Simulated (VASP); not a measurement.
Si2Sb2Se:

```
Si Sb Se
1.0
     4.02727    0.00000    0.00000
    -2.01363    3.48772    0.00000
     0.00000    0.00000    9.53035
Si Sb Se
2 2 1
Direct
  0.33333 0.66667 0.00000
  0.66667 0.33333 0.00000
  0.00000 0.00000 0.85707
  0.00000 0.00000 0.14293
  0.00000 0.00000 0.50000
```

| Quantity | Value |
| --- | --- |
| Program | VASP 6.6.1 |
| Task | relaxation of cell and atoms |
| Functional | PBE |
| Potentials or basis | VASP PAW PBE potentials, release 64 (Si, Sb, Se) |
| Cutoff | 600 eV |
| k mesh | 6 × 6 × 2 |
| Occupations | gaussian, width 0.1 eV |
| Spin | no spin polarisation |

At the start: pressure 15.3 GPa; volume 26.77 Å³/atom.

Task: Where does the relaxation end?

Result: Over 14 steps the energy falls by 726.9 meV/atom and the volume is 28.95 Å³/atom (+8.1 %); space group P6/mmm (No. 191, to 0.05 Å).

The path:
```
step  energy change (eV)  largest force (eV/Å)  pressure (GPa)  volume (Å³)
   1              0.0000                5.4175           15.27       133.86
   2             -1.3032                0.1981           -6.00       189.52
   3             -1.8713                0.7844           -1.88       163.85
   4             -2.3616                1.3240           -1.97       159.34
   5             -3.3176                0.9059            3.10       143.41
   6             -3.2438                1.8812           -0.94       150.78
   7             -3.4329                1.6571            0.44       147.18
   8             -3.4394                1.5576            0.89       146.38
   9             -3.3995                1.1296            1.82       146.76
  10             -3.5257                0.4141            0.97       146.57
  11             -3.6078                0.1420           -1.45       150.40
  12             -3.6131                0.1787           -1.00       149.58
  13             -3.6322                0.0618           -0.29       146.22
  14             -3.6343                0.0095            0.06       144.76
```

Final structure:
```yaml
crystal:
  lattice:
    - [4.46329, 0.00000, 0.00000]
    - [-2.23164, 3.86532, 0.00000]
    - [0.00000, 0.00000, 8.39066]
  atoms:
    - { symbol: Si, position: [0.33333, 0.66667, 0.00000] }
    - { symbol: Si, position: [0.66667, 0.33333, 0.00000] }
    - { symbol: Sb, position: [0.00000, 0.00000, 0.80885] }
    - { symbol: Sb, position: [0.00000, 0.00000, 0.19115] }
    - { symbol: Se, position: [0.00000, 0.00000, 0.50000] }
```

Caveat: this functional lacks dispersion, which binds the layers, so the pressure and a relaxed spacing across them are unreliable.
